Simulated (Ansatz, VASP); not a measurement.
## Two plane-wave programs on AlN

```xyz
2
Lattice="0.0000 2.1101 2.1101 2.1101 0.0000 2.1101 2.1101 2.1101 0.0000" Properties=species:S:1:pos:R:3 pbc="T T T"
Al    0.0000    0.0000    0.0000
N     2.1101    2.1101    2.1101
```

Change from the starting cell: hydrostatic strain +4.5%.

Alike in both runs: task single point; functional PBE; k mesh 10 × 10 × 10; occupations fermi-dirac, width 0.02 eV; no spin polarisation.

|  | VASP | Ansatz |
| --- | --- | --- |
| version | VASP 6.6.1 | Ansatz 0.2.0 |
| potentials or method | VASP PAW PBE potentials, release 64 (Al, N) | plane waves, PAW |
| plane-wave cutoff (eV) | 520 | 420 |
| valence electrons in the cell | 8 | 8 |

VASP gave:

| Quantity | Value |
| --- | --- |
| gap on the k mesh at the Fermi level (eV) | 3.43 |
| pressure (GPa) | -22.1 |

Task: Estimate Ansatz's values.

Result: gap on the k mesh at the Fermi level (eV): 3.45; pressure (GPa): -21.9.
